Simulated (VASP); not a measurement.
# Ni: single point with RPBE

Crystal: Ni.

```xyz
2
Lattice="-2.9738 2.9741 1.2289 2.9741 -2.9738 1.2289 1.5494 1.5494 -1.2284" Properties=species:S:1:pos:R:3 pbc="T T T"
Ni    2.9740   -2.9737    1.2289
Ni   -0.7120    2.2617    0.6147
```

```
Program             : VASP 6.6.1
Task                : single point
Functional          : RPBE
Potentials or basis : VASP PAW PBE potentials, release 64 (Ni)
Cutoff              : 520 eV
k mesh              : 15 × 15 × 10
Occupations         : fermi-dirac, width 0.1 eV
Spin                : no spin polarisation
```

| Item | Value |
| --- | --- |
| Pressure | 0.1 GPa |
| Band gap on the k mesh | zero (band 10 reaches 8.99 eV, above the bottom of band 11 at 8.31 eV) |

Stress tensor (GPa, compression positive):
```
0.10 0.07 0.01
0.07 0.10 0.01
0.01 0.01 0.02
```

Levels at points of the mesh, in eV from the Fermi level:
| k point | band 8 | band 9 | band 10 | band 11 | band 12 | band 13 |
| --- | --- | --- | --- | --- | --- | --- |
| (0.00, 0.00, 0.00) | -1.25 | -0.54 | -0.51 | -0.39 | -0.03 | 5.38 |
| (0.00, 0.00, 0.50) | -0.52 | 0.04 | 0.04 | 2.27 | 2.27 | 10.53 |

Wall time 14 min on 1 thread of Oxide Virtual Turin-like Processor, on a shared host, peak memory 0.43 GiB.

Caveat: the PAW data sets were made with another functional, which shifts forces and pressure a little; the run has no spin polarisation, though such a crystal can be magnetic. Spin polarisation is off, so any magnetic state and its effect on volume and gap are missing.
